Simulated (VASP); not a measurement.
# SnO2 (P4_2/mnm) in VASP: a series of runs

Aim: see how the results for SnO2 move with the level of theory and the settings. Levels: PBE, PBEsol. Tasks: single point.

All numbers are computed with VASP 6.6.1; they aren't measurements. Logs are shortened: lines on timing, memory, paths and dates and some standing lists are left out, and cuts for length are marked.

## Step 1: The cell of the first run

Symmetry: P4_2/mnm, No. 136, tetragonal system. The conventional cell has a = 4.761 Å, b = 4.761 Å, c = 3.200 Å, α = 90.00°, β = 90.00°, γ = 90.00°. Within 2.7 Å of Sn (site symmetry mmm) lie 6 O at 2.06 to 2.07 Å. O (site symmetry m2m) has 3 Sn at 2.06 to 2.07 Å and 1 O at 2.61 Å within 2.7 Å.

## Step 2: Single point, PBE

INCAR

```
  PREC = Accurate
  ENCUT = 520
  EDIFF = 1E-6
  ISMEAR = -1
  SIGMA = 0.02
  LREAL = False
  LASPH = True
  NELM = 80
  ALGO = Normal
  ISIF = 2
  LWAVE = False
  LCHARG = False
  GGA = PE
  NBANDS = 64
```

KPOINTS

```
Automatic mesh
0
Gamma
  6 6 6
```

POSCAR

```
SnO2
1.0
   -3.2001425945      3.3663035207      3.3663032624
    3.2001425945     -3.3663035207      3.3663032624
    3.2001425945      3.3663035207     -3.3663032624
Sn O
4 8
Direct
    1.0000000000      0.2500000000      0.7500000000
    0.0000000000      0.7500000000      0.2500000000
    0.5000000000      0.5000000000      0.5000000000
    0.5000000000      0.0000000000      0.0000000000
    0.1940958877      0.1940958877      0.5000000000
    0.6940958746      0.7500000000      0.9440958746
    0.1940958877      0.6940958877      1.0000000000
    0.3059041254      0.7500000000      0.5559041254
    0.6940958746      0.2500000000      0.4440958746
    0.3059041254      0.2500000000      0.0559041254
    0.8059041123      0.3059041123      0.0000000000
    0.8059041123      0.8059041123      0.5000000000
```

Potentials or basis: VASP PAW PBE potentials, release 64 (Sn_d, O).

The run is started by

```console
$ cat potpaw_PBE.64/Sn_d/POTCAR potpaw_PBE.64/O/POTCAR > POTCAR
$ mpirun -np 1 vasp_std > vasp.out
```

OUTCAR:

```text
PREC = Accurate
   ENCUT = 520
   EDIFF = 1E-6
   ISMEAR = -1
   LREAL = False
   LASPH = True
   NELM = 80
   ISIF = 2
   GGA = PE

 ion  position               nearest neighbor table
   1  0.000  0.250  0.750-   9 2.06  10 2.06   5 2.07   7 2.07  11 2.07  12 2.07   2 3.20   2 3.20
                             4 3.73   3 3.73   4 3.73   3 3.73   3 3.73   4 3.73   4 3.73   3 3.73
   2  0.000  0.750  0.250-   6 2.06   8 2.06   7 2.07   5 2.07  11 2.07  12 2.07   1 3.20   1 3.20
                             3 3.73   4 3.73   3 3.73   4 3.73   4 3.73   4 3.73   3 3.73   3 3.73
   3  0.500  0.500  0.500-   5 2.06  12 2.06   8 2.07   9 2.07  10 2.07   6 2.07   4 3.20   4 3.20
                             1 3.73   2 3.73   1 3.73   2 3.73   1 3.73   2 3.73   1 3.73   2 3.73
   4  0.500  0.000  0.000-   7 2.06  11 2.06   8 2.07   9 2.07  10 2.07   6 2.07   3 3.20   3 3.20
                             2 3.73   1 3.73   2 3.73   1 3.73   1 3.73   1 3.73   2 3.73   2 3.73
   5  0.194  0.194  0.500-   3 2.06   2 2.07   1 2.07
   6  0.694  0.750  0.944-   2 2.06   3 2.07   4 2.07
   7  0.194  0.694  0.000-   4 2.06   2 2.07   1 2.07
   8  0.306  0.750  0.556-   2 2.06   3 2.07   4 2.07
   9  0.694  0.250  0.444-   1 2.06   3 2.07   4 2.07
  10  0.306  0.250  0.056-   1 2.06   3 2.07   4 2.07
  11  0.806  0.306  0.000-   4 2.06   2 2.07   1 2.07
  12  0.806  0.806  0.500-   3 2.06   2 2.07   1 2.07

  LATTYP: Found a body centered tetragonal cell.
 ALAT       =     6.7326070414
 C/A-ratio  =     0.9506399452

  Lattice vectors:

 A1 = (  -3.2001425945,   3.3663035207,  -3.3663032624)
 A2 = (  -3.2001425945,  -3.3663035207,   3.3663032624)
 A3 = (   3.2001425945,   3.3663035207,   3.3663032624)

Analysis of symmetry for initial positions (statically):
=====================================================================
 Subroutine PRICEL returns following result:

  LATTYP: Found a simple tetragonal cell.
 ALAT       =     4.7606719114
 C/A-ratio  =     0.6722039775

  Lattice vectors:

 A1 = (   0.0000000000,  -3.3663035207,  -3.3663032624)
 A2 = (   0.0000000000,   3.3663035207,  -3.3663032624)
 A3 = (   3.2001425945,   0.0000000000,   0.0000000000)

   2 primitive cells build up your supercell.

 Routine SETGRP: Setting up the symmetry group for a
 body centered tetragonal supercell.

 Subroutine GETGRP returns: Found 16 space group operations
 (whereof  4 operations were pure point group operations)
 out of a pool of 16 trial point group operations.

The static configuration has the point symmetry C_2h.
[... 139 lines left out ...]
   NFREE  =      0    steps in history (QN), initial steepest desc. (CG)
   ISIF   =      2    stress and relaxation
   ISYM   =      2    0-nonsym 1-usesym 2-fastsym
   POTIM  = 0.5000    time-step for ionic-motion
   TEBEG  =    0.0;   TEEND  =   0.0 temperature during run
   PSTRESS=    0.0 pullay stress
   NELECT =     104.0000    total number of electrons
   NUPDOWN=      -1.0000    fix difference up-down
   EMIN   =  10.00;   EMAX   =-10.00  energy-range for DOS
   EFERMI =   0.00;   METHOD = LEGACY
   ISMEAR =    -1;   SIGMA  =   0.02  broadening in eV -4-tet -1-fermi 0-gaus
   EFERMI_NEDOS =   21; number of points for ismear=-14 and -15
   IALGO  =     38    algorithm
   IMIX   =      4    mixing-type and parameters
     AMIX     =   0.40;   BMIX     =  1.00
     AMIX_MAG =   1.60;   BMIX_MAG =  1.00
  volume/ion in A,a.u.               =      12.09        81.57
  Fermi-wavevector in a.u.,A,eV,Ry     =   1.465235  2.768893 29.210540  2.146914
  Thomas-Fermi vector in A             =   2.581116
   LORBIT       =      0    0 simple, 1 ext, 2 COOP (PROOUT), +10 PAW based schemes
   GGA     = PE    functional components
   LHFCALC =     F    Hartree Fock is set to
   AEXX    =    0.0000 exact exchange contribution
   IVDW    =     0    specifies the selected vdW correction
   LEPSILON=     F    determine dielectric tensor
   LRPA    =     F    only Hartree local field effects (RPA)
 non-spin polarized calculation
  energy-cutoff  :      520.00
  volume of cell :      145.06
 maximum number of plane-waves:      3939
 NGX is ok and might be reduce to    48
   NGX = 21   NGY = 21   NGZ = 21

 number of electron     103.9999996 magnetization

 Free energy of the ion-electron system (eV)
  ---------------------------------------------------
  ext. energy  EPLUGINS =         0.00000000
  ---------------------------------------------------
  free energy    TOTEN  =       -74.45749102 eV

  energy without entropy =      -74.45749102  energy(sigma->0) =      -74.45749102

 E-fermi :   6.4368     XC(G=0): -11.1861

 val. band max:        5.9865334368   @ k =   0.0000   0.0000   0.0000
 cond. band min:       7.0745500992   @ k =   0.0000   0.0000   0.0000
 fundamental gap:      1.0880166624
 Fermi energy:         6.4367589677

 k-point     1 :       0.0000    0.0000    0.0000
  band No.  band energies     occupation
      1     -15.1056      2.00000
      2     -14.8605      2.00000
      3     -14.8605      2.00000
      4     -14.4036      2.00000
      5     -14.4036      2.00000
      6     -14.3415      2.00000
[... 1597 lines left out ...]
     63      16.8711      0.00000
     64      17.1961      0.00000

 [... further k-points ...]
[... 5 lines left out ...]
  --------------------------------------------------------------------------------------
  -------------------------------------------------------------------------------------
  Total        8.7999440      6.9875969      6.9875958      0.0000000      0.0000000      0.0000000
  in kB       97.1974027     77.1796123     77.1796005      0.0000000      0.0000000      0.0000000
  external PRESSURE =      83.8522052 kB  Pullay stress =       0.0000000 kB

 VOLUME and BASIS-vectors are now :
 -----------------------------------------------------------------------------
  energy-cutoff  :      520.00
  volume of cell :      145.06
      direct lattice vectors                 reciprocal lattice vectors
    -3.200142594  3.366303521  3.366303262     0.000000000  0.148530873  0.148530884
     3.200142594 -3.366303521  3.366303262     0.156243038  0.000000000  0.148530884
     3.200142594  3.366303521 -3.366303262     0.156243038  0.148530873  0.000000000

 POSITION                                       TOTAL-FORCE (eV/Angst)
 -----------------------------------------------------------------------------------
      3.20014      1.68315     -1.68315        -0.000000     -0.000000      0.000000
      3.20014     -1.68315      1.68315        -0.000000     -0.000000      0.000000
      1.60007      1.68315      1.68315        -0.000000     -0.000000      0.000000
     -1.60007      1.68315      1.68315        -0.000000     -0.000000      0.000000
      1.60007      1.68315     -0.37638        -0.000000     -0.000000      0.050754
      3.20014      2.98992      1.68315        -0.000000      0.050754      0.000000
      1.60007     -1.68315      2.98992        -0.000000     -0.000000      0.050754
      3.20014      0.37638      1.68315         0.000000     -0.050754      0.000000
      0.00000      2.98992      1.68315        -0.000000      0.050754      0.000000
     -0.00000      0.37638      1.68315         0.000000     -0.050754      0.000000
     -1.60007      1.68315      3.74268         0.000000     -0.000000     -0.050754
      1.60007      1.68315      3.74268         0.000000     -0.000000     -0.050754
 -----------------------------------------------------------------------------------
    total drift:                                0.000000      0.000000     -0.000000

  FREE ENERGIE OF THE ION-ELECTRON SYSTEM (eV)
  ---------------------------------------------------
  free  energy   TOTEN  =       -74.4574910209 eV

  energy  without entropy=      -74.4574910209  energy(sigma->0) =      -74.45749102
```

stdout:

```text
POSCAR found type information on POSCAR SnO
 POSCAR found :  2 types and      12 ions
 scaLAPACK will be used
 LDA part: xc-table for (Slater+PW92), standard interpolation
 POSCAR, INCAR and KPOINTS ok, starting setup
 FFT: planning ... GRIDC
 FFT: planning ... GRID_SOFT
 FFT: planning ... GRID
 WAVECAR not read
 entering main loop
```

Wall time 8.1 min (1 thread of Intel Xeon Platinum 8259CL at 2.50GHz (Skylake/Cascade Lake), shared host); peak memory 0.43 GiB.

What came out:

```
Free energy            : -74.4575 eV
Pressure               : 8.4 GPa
Largest force          : 0.051 eV/Å
Band gap on the k mesh : 1.09 eV
```

Forces on the atoms (eV/Å):
```
Sn   0.000  0.000  0.000
Sn   0.000  0.000  0.000
Sn   0.000  0.000  0.000
Sn   0.000  0.000  0.000
O    0.000  0.000  0.051
O    0.000  0.051  0.000
O    0.000  0.000  0.051
O    0.000 -0.051  0.000
O    0.000  0.051  0.000
O    0.000 -0.051  0.000
O    0.000  0.000 -0.051
O    0.000  0.000 -0.051
```

Caveat: the cell stands under pressure; spin-orbit coupling is left out, which moves the levels of the heavy elements.

(Part 1 of 2 ends here.)
